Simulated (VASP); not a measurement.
Input of a VASP 6.6.1 run:

File INCAR:

```
SYSTEM = Rb2AlAuBr6
PREC     = Accurate       ! precision mode
ENCUT    = 520            ! plane-wave cutoff, eV
EDIFF    = 1E-6           ! SCF threshold, eV
ISMEAR   = -1             ! smearing method
SIGMA    = 0.15           ! smearing width, eV
LREAL    = .FALSE.        ! projectors in reciprocal space
LASPH    = .TRUE.         ! aspherical terms in the spheres
NELM     = 80             ! most SCF steps
ALGO     = Normal         ! electronic algorithm
ISIF     = 2              ! what is computed and relaxed
LWAVE    = .FALSE.        ! write WAVECAR
LCHARG   = .TRUE.         ! write CHGCAR
GGA      = PE             ! functional
LELF     = .TRUE.         ! ELF
LVHAR    = .TRUE.       
NBANDS   = 48             ! bands
```

File KPOINTS:

```
regular mesh
0
G
  4 4 4
  0 0 0
```

File POSCAR:

```
Rb2AlAuBr6
1.0
    0.0000000000      5.4114820000      5.4114820000
    5.4114820000      0.0000000000      5.4114820000
    5.4114820000      5.4114820000      0.0000000000
Rb Al Au Br
2 1 1 6
Direct
    0.7500000000      0.7500000000      0.7500000000
    0.2500000000      0.2500000000      0.2500000000
    0.0000000000      0.0000000000      0.0000000000
    0.5000000000      0.5000000000      0.5000000000
    0.7640050000      0.2359950000      0.2359950000
    0.2359950000      0.2359950000      0.7640050000
    0.2359950000      0.7640050000      0.7640050000
    0.2359950000      0.7640050000      0.2359950000
    0.7640050000      0.2359950000      0.7640050000
    0.7640050000      0.7640050000      0.2359950000
```

Potentials or basis: VASP PAW PBE potentials, release 64 (Rb_sv, Al, Au, Br).

Command:

```console
$ cat potpaw_PBE.64/Rb_sv/POTCAR potpaw_PBE.64/Al/POTCAR potpaw_PBE.64/Au/POTCAR potpaw_PBE.64/Br/POTCAR > POTCAR
$ mpirun -np 1 vasp_std > vasp.out
```

**Question.** Estimate the band gap on the k mesh.

**Answer.** Zero (filled and empty bands touch).

**Question.** Predict the largest force.

**Answer.** 0.035 eV/Å.

Forces in eV/Å, atoms in the order of the input:
```
Rb   0.000  0.000  0.000
Rb   0.000  0.000  0.000
Al   0.000  0.000  0.000
Au   0.000  0.000  0.000
Br   0.035  0.000  0.000
Br   0.000  0.000  0.035
Br  -0.035  0.000  0.000
Br   0.000  0.035  0.000
Br   0.000 -0.035  0.000
Br   0.000  0.000 -0.035
```

Caveat: spin-orbit coupling is left out, which moves the levels of the heavy elements.
